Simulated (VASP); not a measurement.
Here is a VASP 6.6.1 calculation.

The input INCAR:

```
ALGO     = Normal         # electronic algorithm
EDIFF    = 1E-6           # SCF threshold, eV
ENCUT    = 500            # plane-wave cutoff, eV
GGA      = PE             # functional
GGA_COMPAT= False        
ISIF     = 2              # what is computed and relaxed
ISMEAR   = 0              # smearing method
LASPH    = True           # aspherical terms in the spheres
LCHARG   = False          # write CHGCAR
LREAL    = False          # projectors in reciprocal space
LWAVE    = False          # write WAVECAR
NBANDS   = 58             # bands
NELM     = 120            # most SCF steps
PREC     = Accurate       # precision mode
SIGMA    = 0.2            # smearing width, eV
```

The input KPOINTS:

```
k-points
0
Gamma
  3 3 3
```

File POSCAR:

```
NaHf3NbBi3
1.0
    5.7916432532     -0.0000000029      0.0000000000
   -2.8958216241      5.0157101884      0.0000000000
    0.0000000000      0.0000000000      8.0555568898
Na Hf Nb Bi
1 3 1 3
Direct
    0.0000000000      0.0000000000      0.9100573367
    0.5000000000      0.0000000000      0.8403717172
    0.0000000000      0.5000000000      0.8403717172
    0.5000000000      0.5000000000      0.8403717172
    0.0000000000      0.0000000000      0.2285263037
    0.0000000000      0.0000000000      0.5714638719
    0.3333333333      0.6666666667      0.1919764980
    0.6666666667      0.3333333333      0.1919764980
```

Potentials or basis: VASP PAW PBE potentials, release 64 (Na_pv, Hf_pv, Nb_sv, Bi_d).

Command:

```console
$ cat potpaw_PBE.64/Na_pv/POTCAR potpaw_PBE.64/Hf_pv/POTCAR potpaw_PBE.64/Nb_sv/POTCAR potpaw_PBE.64/Bi_d/POTCAR > POTCAR
$ mpirun -np 1 vasp_std > vasp.out
```

(1) What does it give for the band gap on the k mesh?

(2) Estimate the pressure.

(3) What does it give for the largest force?

Answers

(1) zero (an odd number of electrons rules out a gap without spin polarisation).

(2) -0.1 GPa.

(3) 0.036 eV/Å.

Caveat: the k points lie up to 0.42 Å⁻¹ apart, too coarse for converged energies and pressures of a metal; spin-orbit coupling is left out, which moves the levels of the heavy elements.
